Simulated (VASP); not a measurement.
# W8C8N (a cell with a defect) in VASP: notebook

Runs on W8C8N (a cell with a defect). Level: PBE+D3(BJ). Tasks: single point.

Everything below comes from runs of VASP 6.6.1. Logs are shortened: lines on timing, memory, paths and dates and some standing lists are left out, and cuts for length are marked.

### Step 1. The cell of the first run

The cell holds a defect, 17 atoms: a = 5.720 Å, b = 4.953 Å, c = 5.611 Å, α = 90.00°, β = 90.00°, γ = 90.00°.

### Step 2. Single point, PBE+D3(BJ)

Input file INCAR:

```
SYSTEM = W8C8N
PREC = Accurate ; ENCUT = 520
EDIFF = 1E-6 ; ISMEAR = -1
SIGMA = 0.15 ; LREAL = Auto
LASPH = .True. ; NELM = 80
ALGO = Normal ; ISIF = 2
LWAVE = .False. ; LCHARG = .True.
GGA = PE ; IVDW = 12
LELF = .True. ; LVHAR = .True.
NBANDS = 88
```

Input file KPOINTS:

```
Automatic mesh
0
Gamma
  2 2 2
  0 0 0
```

Input file POSCAR:

```
W8C8N
1.0
   -2.8598000000     -4.9533190000      0.0000000000
    4.2897000000     -2.4766590000      0.0000000000
    0.0000000000      0.0000000000      5.6110000000
W C N
8 8 1
Direct
    0.7531922467      0.4969996007      0.0005346641
    0.7706501616      0.4732278090      0.5148101943
    0.4866023266      0.0044024835     -0.0029406523
    0.4671812235      0.0249539275      0.5011406166
    0.2541472271      0.4884514628      0.0101407949
    0.2537879134      0.5028982620      0.5075031189
   -0.0032923667     -0.0032672472     -0.0057565496
    0.0149183566     -0.0006845429      0.4830511495
    0.5073469931      0.6360377022      0.2389770094
    0.4846190868      0.6885594947      0.7582427375
    0.2437457258      0.1832911455      0.2397255391
    0.2530874877      0.1890760653      0.7794510782
    0.0044240467      0.6416653586      0.2545713777
    0.0205942042      0.6700923853      0.7677597576
    0.7390605240      0.1648985445      0.2465692390
    0.7751352326      0.1643778675      0.7807342720
    0.7280533125      0.8210333737      0.5352165389
```

Potentials or basis: VASP PAW PBE potentials, release 64 (W_sv, C, N).

Started as:

```console
$ cat potpaw_PBE.64/W_sv/POTCAR potpaw_PBE.64/C/POTCAR potpaw_PBE.64/N/POTCAR > POTCAR
$ mpirun -np 1 vasp_std > vasp.out
```

OUTCAR:

```text
SYSTEM = W8C8N
   PREC = Accurate
   ENCUT = 520
   EDIFF = 1E-6
   ISMEAR = -1
   LREAL = Auto
   LASPH = .True.
   NELM = 80
   ISIF = 2
   GGA = PE
   IVDW = 12
 IVDW          = 12

 ion  position               nearest neighbor table
   1  0.753  0.497  0.001-   9 2.06  16 2.06  13 2.15  15 2.15  14 2.19  10 2.26   2 2.73   7 2.84
                             7 2.84   5 2.86   5 2.87   3 2.88   2 2.89   3 2.94
   2  0.771  0.473  0.515-  17 1.74  16 2.14  13 2.15  15 2.15  14 2.24   9 2.31  10 2.38   1 2.73
                             8 2.74   6 2.77   4 2.82   1 2.89   6 2.96   8 2.96   4 3.24
   3  0.487  0.004  0.997-  12 2.03  10 2.06  11 2.14  15 2.16  16 2.20   9 2.28   5 2.74   4 2.79
                             7 2.80   4 2.83   1 2.88   5 2.88   7 2.92   1 2.94
   4  0.467  0.025  0.501-  17 1.81  11 2.10  12 2.14  10 2.21  15 2.22   9 2.43  16 2.46   8 2.59
                             6 2.66   3 2.79   2 2.82   3 2.83   6 2.86   8 3.14   2 3.24
   5  0.254  0.488  0.010-  12 1.97  11 1.99   9 2.07  14 2.11  13 2.12  10 2.17   3 2.74   6 2.79
                             6 2.82   7 2.85   1 2.86   1 2.87   3 2.88   7 2.92
   6  0.254  0.503  0.508-  13 2.13  10 2.14  14 2.14  12 2.18  11 2.18   9 2.19   4 2.66   2 2.77
                             5 2.79   8 2.82   5 2.82   8 2.85   4 2.86   2 2.96
   7  0.997  0.997  0.994-  16 1.93  14 2.06  12 2.12  11 2.18  15 2.21  13 2.29   8 2.74   3 2.80
                             1 2.84   1 2.84   5 2.85   8 2.87   3 2.92   5 2.92
   8  0.015  0.999  0.483-  17 1.89  11 2.10  13 2.19  15 2.22  14 2.28  16 2.31  12 2.35   4 2.59
                             2 2.74   7 2.74   6 2.82   6 2.85   7 2.87   2 2.96   4 3.14
   9  0.507  0.636  0.239-   1 2.06   5 2.07   6 2.19   3 2.28   2 2.31   4 2.43
  10  0.485  0.689  0.758-   3 2.06   6 2.14   5 2.17   4 2.21   1 2.26   2 2.38
  11  0.244  0.183  0.240-   5 1.99   4 2.10   8 2.10   3 2.14   7 2.18   6 2.18
  12  0.253  0.189  0.779-   5 1.97   3 2.03   7 2.12   4 2.14   6 2.18   8 2.35
  13  0.004  0.642  0.255-   5 2.12   6 2.13   1 2.15   2 2.15   8 2.19   7 2.29
  14  0.021  0.670  0.768-   7 2.06   5 2.11   6 2.14   1 2.19   2 2.24   8 2.28
  15  0.739  0.165  0.247-   1 2.15   2 2.15   3 2.16   7 2.21   8 2.22   4 2.22
  16  0.775  0.164  0.781-   7 1.93   1 2.06   2 2.14   3 2.20   8 2.31   4 2.46
  17  0.728  0.821  0.535-   2 1.74   4 1.81   8 1.89

  LATTYP: Found a simple orthorhombic cell.
 ALAT       =     4.9533186746
 B/A-ratio  =     1.1327758960
 C/A-ratio  =     1.1547006084

  Lattice vectors:

 A1 = (   4.2897000000,  -2.4766590000,   0.0000000000)
 A2 = (   0.0000000000,   0.0000000000,   5.6110000000)
 A3 = (  -2.8598000000,  -4.9533190000,   0.0000000000)

Analysis of symmetry for initial positions (statically):
=====================================================================
 Subroutine PRICEL returns:
 Original cell was already a primitive cell.

 Routine SETGRP: Setting up the symmetry group for a
 simple orthorhombic supercell.

 Subroutine GETGRP returns: Found  1 space group operations
[... 146 lines left out ...]
   EFERMI_NEDOS =   21; number of points for ismear=-14 and -15
   IALGO  =     38    algorithm
   IMIX   =      4    mixing-type and parameters
     AMIX     =   0.40;   BMIX     =  1.00
     AMIX_MAG =   1.60;   BMIX_MAG =  1.00
  volume/ion in A,a.u.               =       9.35        63.10
  Fermi-wavevector in a.u.,A,eV,Ry     =   1.602149  3.027622 34.924534  2.566881
  Thomas-Fermi vector in A             =   2.699015
   LORBIT       =      0    0 simple, 1 ext, 2 COOP (PROOUT), +10 PAW based schemes
   GGA     = PE    functional components
   LHFCALC =     F    Hartree Fock is set to
   AEXX    =    0.0000 exact exchange contribution
   IVDW    =    12    specifies the selected vdW correction
   LEPSILON=     F    determine dielectric tensor
   LRPA    =     F    only Hartree local field effects (RPA)
 non-spin polarized calculation
  energy-cutoff  :      520.00
  volume of cell :      158.97
 maximum number of plane-waves:      4320
 NGX is ok and might be reduce to    48
   NGX = 21   NGY = 19   NGZ = 21

 number of electron     149.0000006 magnetization

 Free energy of the ion-electron system (eV)
  ---------------------------------------------------
  ext. energy  EPLUGINS =         0.00000000
  ---------------------------------------------------
  free energy    TOTEN  =      -177.10003746 eV

  energy without entropy =     -176.79117453  energy(sigma->0) =     -176.94560599

 E-fermi :  12.6178     XC(G=0): -14.2125

 val. band max:       12.5709274584   @ k =   0.0000   0.0000   0.0000
 cond. band min:      12.6629988166   @ k =   0.5000  -0.0000   0.0000
 fundamental gap:      0.0920713582
 Fermi energy:        12.6177676331

 k-point     1 :       0.0000    0.0000    0.0000
  band No.  band energies     occupation
      1     -61.9226      2.00000
      2     -61.8377      2.00000
      3     -61.7524      2.00000
      4     -61.6897      2.00000
      5     -61.4496      2.00000
      6     -61.4003      2.00000
[... 701 lines left out ...]
     85      16.1882      0.00000
     86      16.3711      0.00000
 [bands above 86 left out]

------------------------ aborting loop because EDIFF is reached ----------------------------------------

 Edisp (eV)   -8.19722

 E8    (eV) :    -3.7143

  FORCE on cell =-STRESS in cart. coord.  units (eV):
  Direction    XX          YY          ZZ          XY          YZ          ZX
  --------------------------------------------------------------------------------------
  -------------------------------------------------------------------------------------
  Total      66.15374    46.79914    39.98391    -0.98266    -3.31493     0.22947
  in kB     666.74964   471.67873   402.98940    -9.90399   -33.41052     2.31281
  external pressure =      513.81 kB  Pullay stress =        0.00 kB

 VOLUME and BASIS-vectors are now :
 -----------------------------------------------------------------------------
  energy-cutoff  :      520.00
  volume of cell :      158.97
      direct lattice vectors                 reciprocal lattice vectors
    -2.859800000 -4.953319000  0.000000000    -0.087418687 -0.151413636  0.000000000
     4.289700000 -2.476659000  0.000000000     0.174837410 -0.100942424  0.000000000
     0.000000000  0.000000000  5.611000000     0.000000000  0.000000000  0.178221351

 POSITION                                       TOTAL-FORCE (eV/Angst)
 -----------------------------------------------------------------------------------
     -0.02200     -4.96170      0.00300         1.039774     -1.217277      1.236940
     -0.17390     -4.98930      2.88860        -3.476253      3.787335     -2.104414
     -1.37270     -2.42120      5.59450        -2.985603     -2.567498      2.177717
     -1.22900     -2.37590      2.81190        -0.306135     -0.568654     -0.219759
      1.36850     -2.46860      0.05690         3.824654     -1.465574     -0.801650
      1.43150     -2.50260      2.84760         0.347367     -1.076104     -0.307381
[... 9 lines left out ...]
     -1.51160     -4.24660      4.38070         2.243096      1.873827     -2.748651
      1.43990     -5.63970      3.00310         2.296028     -2.489229     -0.750406
 -----------------------------------------------------------------------------------
    total drift:                               -0.007085     -0.009977     -0.024194

  FREE ENERGIE OF THE ION-ELECTRON SYSTEM (eV)
  ---------------------------------------------------
  free  energy   TOTEN  =      -185.2972583320 eV

  energy  without entropy=     -184.9883954036  energy(sigma->0) =     -185.14282687
```

stdout:

```text
POSCAR found type information on POSCAR W C N
 POSCAR found :  3 types and      17 ions
 scaLAPACK will be used
 LDA part: xc-table for (Slater+PW92), standard interpolation
 POSCAR, INCAR and KPOINTS ok, starting setup
 FFT: planning ... GRIDC
 FFT: planning ... GRID_SOFT
 FFT: planning ... GRID
 WAVECAR not read
 entering main loop
```

Run time: 4.4 min. Hardware: 1 thread of AMD EPYC 7R13 (Zen 3), shared host; peak memory 0.28 GiB.

Results:

```
Free energy                : -185.2973 eV
Pressure                   : 51.4 GPa
Largest force              : 5.555 eV/Å
Dispersion energy per atom : -0.482 eV
```

Forces on the atoms (eV/Å):
```
W    1.040 -1.217  1.237
W   -3.476  3.787 -2.104
W   -2.986 -2.567  2.178
W   -0.306 -0.569 -0.220
W    3.825 -1.466 -0.802
W    0.347 -1.076 -0.307
W   -1.242 -0.221  3.052
W    1.031  0.175  2.743
C    1.744  0.072  1.130
C   -1.684  0.592  0.274
C   -1.659  1.246  1.526
C   -0.885  1.763 -3.990
C    0.666 -0.436 -1.019
C   -0.412  0.732 -0.197
C   -0.544 -0.201 -0.001
C    2.243  1.874 -2.749
N    2.296 -2.489 -0.750
```

Caveat: the k points lie up to 0.63 Å⁻¹ apart; spin-orbit coupling is left out, which moves the levels of the heavy elements.

### Step 3. Single point, PBE+D3(BJ)

Input file INCAR:

```
SYSTEM = W8C8N
PREC = Accurate ; ENCUT = 520
EDIFF = 1E-6 ; ISMEAR = -1
SIGMA = 0.15 ; LREAL = Auto
LASPH = .TRUE. ; NELM = 80
ALGO = Normal ; ISIF = 2
LWAVE = .FALSE. ; LCHARG = .FALSE.
GGA = PE ; IVDW = 12
NBANDS = 88
```

Input file KPOINTS:

```
Automatic mesh
0
G
  2 2 2
  0 0 0
```

Input file POSCAR:

```
W8C8N
1.0
   -2.8598000000     -4.9533190000      0.0000000000
    4.2897000000     -2.4766590000      0.0000000000
    0.0000000000      0.0000000000      5.6110000000
W C N
8 8 1
Direct
    0.7479110259      0.5095405161     -0.0067724113
    0.7708524683      0.4809389675      0.5206558546
    0.4869922478     -0.0027972982      0.0154517911
    0.4731949901      0.0215266878      0.5078952058
    0.2538493978      0.5038250945      0.0100160399
    0.2514588335      0.4916478943      0.5064159686
    0.0088220243      0.0022214199      0.0047941543
    0.0347313859      0.0042251946      0.4734450187
    0.4775485744      0.6820275108      0.2401176261
    0.4888883363      0.6516359802      0.7829620389
    0.2493676883      0.1875519768      0.2434503654
    0.2247433480      0.1768004817      0.7514346819
   -0.0179840393      0.6247451440      0.2419176617
    0.0363225732      0.6764284903      0.7645161290
    0.7409362704      0.1851713514      0.2509178400
    0.7680280161      0.1431816958      0.7059347710
    0.7695351462      0.8349340539      0.5534485831
```

Potentials or basis: VASP PAW PBE potentials, release 64 (W_sv, C, N).

Started as:

```console
$ cat potpaw_PBE.64/W_sv/POTCAR potpaw_PBE.64/C/POTCAR potpaw_PBE.64/N/POTCAR > POTCAR
$ mpirun -np 1 vasp_std > vasp.out
```

Wall time 4.8 min (1 thread of AMD EPYC 7R13 (Zen 3), shared host); peak memory 0.28 GiB.

Results (log left out):

| Quantity | Value |
| --- | --- |
| Free energy | -183.1282 eV |
| Pressure | 55.0 GPa |
| Largest force | 6.721 eV/Å |
| Dispersion energy per atom | -0.482 eV |

Forces in eV/Å, atoms in the order of the input:
```
W   -1.698  0.227  2.678
W   -1.730  3.963 -3.285
W   -0.114 -3.468 -2.829
W   -3.793 -1.955 -1.008
W   -0.835  2.278 -0.715
W    2.597 -2.299 -0.024
W    1.634  3.086 -0.648
W    1.373  0.110  2.100
C   -1.504 -1.008  2.172
C    1.297 -0.710 -2.781
C   -0.849 -0.494 -0.323
C   -1.836 -2.003  0.600
C    1.336 -3.668  0.260
C   -0.216  1.651  0.113
C   -0.970  0.448 -1.595
C   -0.744  0.947  5.681
N    6.054  2.893 -0.396
```

Stress tensor (GPa, compression positive):
```
54.73 -2.29 -5.06
-2.29 64.70  4.57
-5.06  4.57 45.47
```

Levels at points of the mesh, in eV from the Fermi level:
| k point | band 71 | band 72 | band 73 | band 74 | band 75 | band 76 | band 77 | band 78 |
| --- | --- | --- | --- | --- | --- | --- | --- | --- |
| (0.00, 0.00, 0.00) | -1.16 | -0.99 | -0.79 | -0.17 | 0.40 | 0.74 | 0.95 | 1.58 |
| (0.50, 0.00, 0.00) | -1.66 | -1.02 | -0.59 | -0.02 | 0.12 | 0.29 | 0.34 | 1.48 |
| (0.00, 0.50, 0.00) | -1.17 | -0.97 | -0.40 | -0.28 | 0.80 | 0.83 | 1.78 | 1.82 |
| (0.50, 0.50, 0.00) | -2.00 | -1.85 | -0.87 | -0.57 | 0.13 | 1.16 | 1.30 | 1.55 |
| (0.00, 0.00, 0.50) | -1.44 | -1.03 | -0.68 | -0.16 | 0.09 | 0.21 | 0.65 | 0.98 |
| (0.50, 0.00, 0.50) | -1.77 | -1.43 | -1.11 | -0.90 | -0.35 | -0.32 | 0.33 | 1.48 |
| (0.00, 0.50, 0.50) | -1.73 | -1.44 | -1.26 | -0.92 | -0.27 | 0.38 | 0.73 | 1.03 |
| (0.50, 0.50, 0.50) | -2.07 | -1.85 | -1.70 | -1.47 | -0.30 | 0.53 | 0.67 | 1.56 |

Caveat: the k points lie up to 0.63 Å⁻¹ apart; spin-orbit coupling is left out, which moves the levels of the heavy elements.

### Step 4. Single point, PBE+D3(BJ)

Input file INCAR:

```
SYSTEM = W8C8N
  PREC = Accurate
  ENCUT = 520
  EDIFF = 1E-7
  ISMEAR = -1
  SIGMA = 0.15
  LREAL = Auto
  LASPH = .TRUE.
  NELM = 80
  ALGO = Normal
  ISIF = 2
  LWAVE = .FALSE.
  LCHARG = .FALSE.
  GGA = PE
  IVDW = 12
  NBANDS = 88
```

Input file KPOINTS:

```
regular mesh
0
G
  2 2 2
  0 0 0
```

Input file POSCAR:

```
W8C8N
1.0
   -2.8598000000     -4.9533190000      0.0000000000
    4.2897000000     -2.4766590000      0.0000000000
    0.0000000000      0.0000000000      5.6110000000
W C N
8 8 1
Direct
    0.7422777546      0.5166482324     -0.0055248619
    0.7720752878      0.4759495787      0.5257708073
    0.4893499635     -0.0107832656      0.0088219569
    0.4647184487      0.0253168799      0.5003564427
    0.2618337044      0.5107098463      0.0160933880
    0.2568959615      0.4966014105      0.5014257708
    0.0156752901      0.0066037706      0.0054179291
    0.0331276117      0.0050908791      0.4757084299
    0.4786421591      0.6998673209      0.2621636072
    0.4509297659      0.6632326141      0.7577080734
    0.2574746056      0.1828859541      0.2324541080
    0.2227172186      0.1674072084      0.7535376938
    0.0080841202      0.6716131587      0.2296203885
    0.0373011695      0.6678494731      0.7681696667
    0.7301420352      0.2017530812      0.2401710925
    0.7637428880      0.1071757725      0.7317234005
    0.7387943538      0.8891074185      0.5880591695
```

Potentials or basis: VASP PAW PBE potentials, release 64 (W_sv, C, N).

Started as:

```console
$ cat potpaw_PBE.64/W_sv/POTCAR potpaw_PBE.64/C/POTCAR potpaw_PBE.64/N/POTCAR > POTCAR
$ mpirun -np 1 vasp_std > vasp.out
```

OUTCAR:

```text
SYSTEM = W8C8N
   PREC = Accurate
   ENCUT = 520
   EDIFF = 1E-7
   ISMEAR = -1
   LREAL = Auto
   LASPH = .TRUE.
   NELM = 80
   ISIF = 2
   GGA = PE
   IVDW = 12
 IVDW          = 12

 ion  position               nearest neighbor table
   1  0.742  0.517  0.994-  15 2.08  13 2.15  14 2.24  10 2.25   9 2.31  16 2.51   2 2.64   5 2.75
                             3 2.75   7 2.89   7 2.97   5 2.97   3 2.99   2 2.99
   2  0.772  0.476  0.526-  17 2.08  15 2.11  16 2.16  14 2.25  13 2.35  10 2.43   9 2.50   1 2.64
                             6 2.78   8 2.78   4 2.84   6 2.95   1 2.99   8 3.03   4 3.24
   3  0.489  0.989  0.009-   9 2.02  11 2.06  10 2.15  15 2.17  12 2.27  16 2.29   5 2.70   7 2.71
                             1 2.75   4 2.77   4 2.86   5 2.89   1 2.99   7 3.01
   4  0.465  0.025  0.500-  17 1.78  11 2.07   9 2.10  12 2.10  16 2.19  15 2.28  10 2.30   8 2.47
                             6 2.62   3 2.77   2 2.84   3 2.86   6 2.88   2 3.24   8 3.26
   5  0.262  0.511  0.016-  10 1.96  11 2.03  13 2.04  14 2.05   9 2.08  12 2.26   3 2.70   6 2.72
                             1 2.75   7 2.83   7 2.87   6 2.89   3 2.89   1 2.97
   6  0.257  0.497  0.501-  10 2.00   9 2.10  14 2.13  11 2.17  12 2.17  13 2.26   4 2.62   5 2.72
                             8 2.75   2 2.78   8 2.83   4 2.88   5 2.89   2 2.95
   7  0.016  0.007  0.005-  12 2.01  11 2.07  13 2.08  14 2.15  16 2.16  15 2.31   8 2.64   3 2.71
[... 929 lines left out ...]
 [bands above 86 left out]

------------------------ aborting loop because EDIFF is reached ----------------------------------------

 Edisp (eV)   -8.19635

 E8    (eV) :    -3.7141

  FORCE on cell =-STRESS in cart. coord.  units (eV):
  Direction    XX          YY          ZZ          XY          YZ          ZX
  --------------------------------------------------------------------------------------
  -------------------------------------------------------------------------------------
  Total      53.04354    61.20099    47.54661    10.85044     3.38982    -4.33101
  in kB     534.61467   616.83188   479.21225   109.35927    34.16530   -43.65137
  external pressure =      543.55 kB  Pullay stress =        0.00 kB

 VOLUME and BASIS-vectors are now :
 -----------------------------------------------------------------------------
  energy-cutoff  :      520.00
  volume of cell :      158.97
      direct lattice vectors                 reciprocal lattice vectors
    -2.859800000 -4.953319000  0.000000000    -0.087418687 -0.151413636  0.000000000
     4.289700000 -2.476659000  0.000000000     0.174837410 -0.100942424  0.000000000
     0.000000000  0.000000000  5.611000000     0.000000000  0.000000000  0.178221351

 POSITION                                       TOTAL-FORCE (eV/Angst)
 -----------------------------------------------------------------------------------
      0.09350     -4.95630      5.58000        -0.922951     -1.062181      2.068179
     -0.16630     -5.00310      2.95010         3.165383     -0.124306     -2.198298
      2.84400     -4.87386      0.04950         1.767212     -3.659203     -1.412659
     -1.22040     -2.36460      2.80750         1.283090     -0.553132     -0.682455
      1.44200     -2.56180      0.09030        -1.041789      3.608321     -1.835226
      1.39560     -2.50240      2.81350         2.241583      0.548501      0.100667
[... 9 lines left out ...]
     -1.72440     -4.04850      4.10570         2.853896     -0.723592      2.328400
      1.70120     -5.86150      3.29960        -6.860395      0.321725     -1.330658
 -----------------------------------------------------------------------------------
    total drift:                               -0.003793     -0.005927     -0.011411

  FREE ENERGIE OF THE ION-ELECTRON SYSTEM (eV)
  ---------------------------------------------------
  free  energy   TOTEN  =      -183.2038729476 eV

  energy  without entropy=     -182.8733802711  energy(sigma->0) =     -183.03862661
```

stdout:

```text
POSCAR found type information on POSCAR W C N
 POSCAR found :  3 types and      17 ions
 scaLAPACK will be used
 LDA part: xc-table for (Slater+PW92), standard interpolation
 POSCAR, INCAR and KPOINTS ok, starting setup
 FFT: planning ... GRIDC
 FFT: planning ... GRID_SOFT
 FFT: planning ... GRID
 WAVECAR not read
 entering main loop
```

Run time: 4.6 min. Hardware: 1 thread of AMD EPYC 7R13 (Zen 3), shared host; peak memory 0.28 GiB.

Results:

```yaml
Free_energy: -183.2039 eV
Pressure: 54.4 GPa
Largest_force: 6.996 eV/Å
Dispersion_energy_per_atom: -0.482 eV
```

Forces on the atoms (eV/Å):
```
W   -0.923 -1.062  2.068
W    3.165 -0.124 -2.198
W    1.767 -3.659 -1.413
W    1.283 -0.553 -0.682
W   -1.042  3.608 -1.835
W    2.242  0.549  0.101
W    2.026  3.835 -0.453
W    1.818  2.744  1.173
C   -3.010 -0.797 -0.318
C   -1.196 -3.999  0.066
C    0.061  0.498  1.009
C   -0.953 -3.031  0.217
C    0.178  1.076  2.042
C    0.328  1.961 -0.578
C   -1.738 -0.643 -0.195
C    2.854 -0.724  2.328
N   -6.860  0.322 -1.331
```

Stress tensor (GPa, compression positive):
```
53.46 10.94 -4.37
10.94 61.68  3.42
-4.37  3.42 47.92
```

Caveat: the k points lie up to 0.63 Å⁻¹ apart; spin-orbit coupling is left out, which moves the levels of the heavy elements.
